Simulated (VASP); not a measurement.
Crystal: SiC.

```xyz
2
Lattice="0.0000 2.0718 2.2436 2.0718 0.0000 2.2436 2.0718 2.0718 0.0000" Properties=species:S:1:pos:R:3 pbc="T T T"
Si    0.0000    0.0000    0.0000
C     1.0359    1.0359    1.1218
```

This cell differs from its parent crystal: epitaxial xy strain -4.9%.

Base run:

* Program: VASP 6.6.1
* Functional: PBE
* Potentials or basis: VASP PAW PBE potentials, release 64 (Si, C)
* Cutoff: 520 eV
* k mesh: 10 × 10 × 10
* Occupations: fermi-dirac, width 0.02 eV
* Spin: no spin polarisation

Its results: band gap on the k mesh 0.83 eV, indirect (least direct gap 4.53 eV); pressure 21.2 GPa.

Q: The run is repeated on the same cell with these changes: functional from PBE to r2SCAN; occupations from fermi-dirac, width 0.02 eV to gaussian, width 0.01 eV. What comes out?

A: Band gap on the k mesh 1.20 eV, indirect (least direct gap 5.06 eV); pressure 17.6 GPa.

Caveats: the PAW data sets were made with another functional, which shifts forces and pressure a little (some runs).

A k mesh can miss the band edges.
